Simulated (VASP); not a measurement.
A run of VASP 6.6.1 is set up as follows.

File INCAR:

```
PREC = Accurate
ENCUT = 520
EDIFF = 1E-6
ISMEAR = 0
SIGMA = 0.05
LREAL = F
LASPH = T
NELM = 100
ALGO = Normal
ISIF = 2
LWAVE = F
LCHARG = T
GGA = PE
LELF = T
LVHAR = T
NBANDS = 11
```

The input KPOINTS:

```
regular mesh
0
Gamma
  10 10 10
```

Contents of POSCAR:

```
SiC
1.0
    0.0000000000      2.0803708902      2.1898640950
    2.0803708902      0.0000000000      2.1898640950
    2.0803708902      2.0803708902      0.0000000000
Si C
1 1
Direct
    0.0000000000      0.0000000000      0.0000000000
    0.7500000000      0.7500000000      0.7500000000
```

Potentials or basis: VASP PAW PBE potentials, release 64 (Si, C).

Command:

```console
$ cat potpaw_PBE.64/Si/POTCAR potpaw_PBE.64/C/POTCAR > POTCAR
$ mpirun -np 1 vasp_std > vasp.out
```

Question: What does it give for the pressure?

Answer: 26.3 GPa.

Question: Estimate the band gap on the k mesh.

Answer: 0.99 eV, indirect (least direct gap 4.57 eV).

Stress tensor (GPa, compression positive):
```
31.23  0.00  0.00
 0.00 31.23  0.00
 0.00  0.00 16.33
```

Caveat: the cell differs from its parent crystal (strain -0.050 along x and y, +0.000 along z). A k mesh can miss the band edges.
